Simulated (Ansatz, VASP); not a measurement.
TiAl: VASP beside Ansatz

INCAR

```
PREC = Accurate
ENCUT = 520
EDIFF = 1E-6
ISMEAR = 0
SIGMA = 0.1
LREAL = F
LASPH = T
NELM = 80
ALGO = Fast
ISIF = 2
LWAVE = F
LCHARG = T
GGA = PE
LELF = T
LVHAR = T
NBANDS = 14
```

File KPOINTS:

```
Automatic mesh
0
Gamma
  12 12 12
```

Contents of POSCAR:

```
TiAl
1.0
    3.1790640000      0.0000000000      0.0000000000
    0.0000000000      3.1790640000      0.0000000000
    0.0000000000      0.0000000000      3.1790640000
Ti Al
1 1
Direct
    0.0000000000      0.0000000000      0.0000000000
    0.4713311843      0.3890711228      0.5280554276
```

Input for Ansatz:

```yaml
crystal:
  lattice:
    - [3.179064, 0.0, 0.0]
    - [0.0, 3.179064, 0.0]
    - [0.0, 0.0, 3.179064]
  atoms:
    - { symbol: Ti, position: [0.0, 0.0, 0.0] }
    - { symbol: Al, position: [0.4713311843, 0.3890711228, 0.5280554276] }
basis:
  ecutwfc: 420
kpoints:
  mp_grid: { grid: [12, 12, 12] }
hamiltonian:
  xc: pbe
scf:
  occupations: { method: gaussian, width: 0.1 }
output:
  forces: true
  stress: true
  eigenvalues: true
  write_density: true
  write_potential: true
  elf: true
  volumetric_format: npy
```

Change from the starting cell: one atom moved.

Alike in both runs: task single point; functional PBE; k mesh 12 × 12 × 12; occupations gaussian, width 0.1 eV; no spin polarisation.

```csv
,VASP,Ansatz
version,VASP 6.6.1,Ansatz 0.2.0
potentials or method,"VASP PAW PBE potentials, release 64 (Ti_sv, Al), cutoff 520 eV","scalar-relativistic, plane waves, PAW"
valence electrons in the cell,15,15
```

|  | VASP | Ansatz | Ansatz less VASP |
| --- | --- | --- | --- |
| gap on the k mesh at the Fermi level (eV) | none | none | - |
| pressure (GPa) | 6.3 | 6.4 | +0.08 |
| traceless stress, the component that is largest in VASP (GPa) | -3.98 | -3.96 | +0.016 |
| rms of the force components (eV/Å) | 1.428 | 1.427 | -0.0008 |

Atom by atom the forces differ by 0.001 eV/Å (rms over components). A gap of «none» marks a metal or a gap that the smearing closes.
